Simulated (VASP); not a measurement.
## TiS2: relaxation of cell and atoms with PBE+D3(BJ)

The system is TiS2.

```xyz
9
Lattice="3.3591 0.0000 0.0000 -1.6795 2.9090 0.0000 0.0000 0.0000 16.5443" Properties=species:S:1:pos:R:3 pbc="T T T"
Ti    0.0000    1.9394    8.2722
Ti    0.0000    1.9394   13.7874
Ti    0.0000    1.9394    2.7568
S     1.6795    0.9697    9.7011
S     1.6795    0.9697   15.2162
S     1.6795    0.9697    4.1857
S     0.0000    0.0000   12.3585
S     0.0000    0.0000    1.3280
S     0.0000    0.0000    6.8433
```

- Program: VASP 6.6.1
- Task: relaxation of cell and atoms
- Functional: PBE
- Dispersion: D3(BJ)
- Potentials or basis: VASP PAW PBE potentials, release 64 (Ti_sv, S)
- Cutoff: 500 eV
- k mesh: 12 × 12 × 2
- Occupations: gaussian, width 0.1 eV
- Spin: no spin polarisation
- Dipole correction: no
- Further INCAR settings: ALGO = Normal; EDIFF = 1e-07; IBRION = 2; EDIFFG = -0.005; NSW = 100; ISIF = 3

```yaml
Relaxed_volume: 17.95 Å³/atom
Relaxed_cell: a = 3.357 Å, b = 3.357 Å, c = 16.552 Å, α = 90.00°, β = 90.00°, γ = 120.00°
Space_group_after_relaxing_to_0.1_Å: P-3m1 (No. 164)
Energy_gained_by_relaxing: 0.0 meV/atom
Ionic_steps: 4
Pressure_after_relaxing: 0.0 GPa
Band_gap_on_the_k_mesh: zero (bands 36 and 37 overlap by 0.31 eV)
Dispersion_energy_per_atom: -0.411 eV
```

Final structure:
```yaml
crystal:
  lattice:
    - [3.35691, 0.00000, 0.00000]
    - [-1.67846, 2.90717, 0.00000]
    - [0.00000, 0.00000, 16.55197]
  atoms:
    - { symbol: Ti, position: [0.33333, 0.66667, 0.50000] }
    - { symbol: Ti, position: [0.33333, 0.66667, 0.83336] }
    - { symbol: Ti, position: [0.33333, 0.66667, 0.16664] }
    - { symbol: S, position: [0.66667, 0.33333, 0.58640] }
    - { symbol: S, position: [0.66667, 0.33333, 0.91975] }
    - { symbol: S, position: [0.66667, 0.33333, 0.25303] }
    - { symbol: S, position: [0.00000, 0.00000, 0.74697] }
    - { symbol: S, position: [0.00000, 0.00000, 0.08024] }
    - { symbol: S, position: [0.00000, 0.00000, 0.41361] }
```

Levels at points of the mesh, in eV from the Fermi level:
```csv
k point,band 32,band 33,band 34,band 35,band 36,band 37,band 38,band 39,band 40,band 41
"(0.00, 0.00, 0.00)",-0.03,-0.03,0.17,0.17,0.17,0.53,0.53,0.53,0.53,0.55
"(0.50, 0.00, 0.00)",-1.64,-1.57,-1.57,-1.27,-1.27,0.01,0.01,0.18,1.66,1.66
"(0.00, 0.00, 0.50)",-0.09,0.10,0.10,0.10,0.10,0.52,0.52,0.54,0.54,0.55
"(0.50, 0.00, 0.50)",-2.33,-1.51,-1.51,-1.17,-1.15,-0.14,0.15,0.15,1.66,1.66
```

Run time: 19 min on 1 thread of Intel Xeon 8259CL, on a shared host, peak memory 0.4 GiB.
